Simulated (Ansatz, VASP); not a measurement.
**KF in VASP and in Ansatz**

```
K F
1.0
    -0.07607    2.63793    2.63793
     2.63793   -0.07607    2.63793
     2.63793    2.63793   -0.07607
K F
1 1
Direct
  0.00000 0.00000 0.00000
  0.50000 0.50000 0.50000
```

Change from the starting cell: epitaxial_111 strain +2.1%.

Alike in both runs: task single point; functional PBE; k mesh 8 × 8 × 8; occupations fermi-dirac, width 0.02 eV; no spin polarisation.

|  | VASP | Ansatz |
| --- | --- | --- |
| version | VASP 6.6.1 | Ansatz 0.2.0 |
| potentials or method | VASP PAW PBE potentials, release 64 (K_sv, F) | plane waves, PAW |
| plane-wave cutoff (eV) | 520 | 420 |
| valence electrons in the cell | 16 | 16 |

Ansatz gave:

* gap on the k mesh at the Fermi level (eV): 6.13
* pressure (GPa): 1.2
* traceless stress, the component that is largest in VASP (GPa): 0.34

Question: Estimate VASP's values.

Answer: gap on the k mesh at the Fermi level (eV): 6.11; pressure (GPa): 1.2; traceless stress, the component that is largest in VASP (GPa): 0.34.
